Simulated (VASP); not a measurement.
A run of VASP 6.6.1:

Contents of INCAR:

```
SYSTEM = TePb
  ALGO = Normal
  EDIFF = 1E-7
  ENCUT = 520
  GGA = PE
  ISIF = 2
  ISMEAR = 0
  LASPH = .TRUE.
  LCHARG = .FALSE.
  LREAL = .FALSE.
  LWAVE = .FALSE.
  NBANDS = 17
  NELM = 100
  PREC = Accurate
  SIGMA = 0.01
```

File KPOINTS:

```
k-points
0
G
  6 6 6
  0 0 0
```

File POSCAR:

```
TePb
1.0
    0.0000000000      3.1928649365      3.1928649365
    3.1928649365      0.0000000000      3.1928649365
    3.1928649365      3.1928649365      0.0000000000
Te Pb
1 1
Direct
    0.5000000000      0.5000000000      0.5000000000
    0.0000000000      0.0000000000      0.0000000000
```

Potentials or basis: VASP PAW PBE potentials, release 64 (Te, Pb_d).

The run is started by

```console
$ cat potpaw_PBE.64/Te/POTCAR potpaw_PBE.64/Pb_d/POTCAR > POTCAR
$ mpirun -np 1 vasp_std > vasp.out
```

Hardware: 1 thread of Intel(R) Xeon(R) Platinum 8259CL CPU @ 2.50GHz (Skylake/Cascade Lake) (shared host).

Problem. How long does it take, and how much memory?

Solution. Wall time 18 s on 1 thread of Intel(R) Xeon(R) Platinum 8259CL CPU @ 2.50GHz (Skylake/Cascade Lake) (shared host), peak memory 0.2 GiB. Counts: scf iterations 14, k points 16.
